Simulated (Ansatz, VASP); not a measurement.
## NiO: VASP beside Ansatz

```
CELL_PARAMETERS angstrom
-2.08233 -2.08233 4.18306
-4.18306 -2.08233 2.08233
-2.08233 -4.18306 2.08233
ATOMIC_POSITIONS crystal
Ni 0.00000 0.00000 0.00000
Ni 0.50000 0.50000 0.50000
O 0.25000 0.25000 0.25000
O 0.75000 0.75000 0.75000
```

Alike in both runs: functional PBE; k mesh 10 × 10 × 10; occupations gaussian, width 0.05 eV; collinear spin.

Ansatz relaxed the structure, and its values are those at the end. VASP's run is a single point on that final structure, the one shown.

```csv
,VASP,Ansatz
version,VASP 6.6.1,Ansatz 0.2.0
potentials or method,"VASP PAW PBE potentials, release 64 (Ni, O), cutoff 520 eV","scalar-relativistic, plane waves, PAW"
valence electrons in the cell,32,48
```

```tsv
	VASP	Ansatz	Ansatz less VASP
gap on the k mesh at the Fermi level (eV)	0.93	0.96	+0.028
least direct gap on the mesh (eV)	1.14	1.16	+0.014
pressure (GPa)	-0.1	0.0	+0.12
net moment per atom (μB)	0.00	0.00	0.000
size of the moment on the site where the two differ most (μB)	1.35	1.37	+0.021
```

Site moments also hang on the region over which each program counts them. VASP's potentials hold 32 valence electrons a cell and Ansatz's 48, so a difference there can come from the potentials and not from the codes. Ansatz's warnings: stress scf threshold loose.
